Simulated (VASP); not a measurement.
Runs of VASP 6.6.1 on CdH2. The structure is that of space group P4/mmm (No. 123), or close to it. The cells are those of the table. 

```tsv
task	cell	k mesh	cutoff (eV)	gap on the mesh (eV)	pressure (GPa)	relaxed volume (Å³/atom)
relaxation of cell and atoms	relaxed from a = 3.296, b = 3.296, c = 4.213 Å, 3 atoms	6 × 6 × 4	600	none	-0.2	12.49
relaxation of cell and atoms	relaxed from a = 3.163, b = 3.163, c = 3.712 Å, 3 atoms	14 × 14 × 12	600	none	0.1	12.41
single point	a = 3.163, b = 3.163, c = 3.708 Å, 3 atoms	14 × 14 × 12	520	none	0.3	-
single point	a = 3.163, b = 3.163, c = 3.712 Å, 3 atoms	6 × 6 × 4	520	none	(a)	-
```

Alike in all rows: level PBE; potentials or basis VASP PAW PBE potentials, release 64 (Cd, H); no spin polarisation; smearing gaussian 0.1 eV.

Q: Fill in the values left out.

A: (a) 0.2.

Caveats: some runs use coarse meshes; the volume moved by over 15 % at a fixed basis, so the end points are rough (some runs).

A k mesh can miss the band edges, and the runs leave out spin-orbit coupling on Cd.

A gap of «none» marks levels without a gap at the run's occupations.
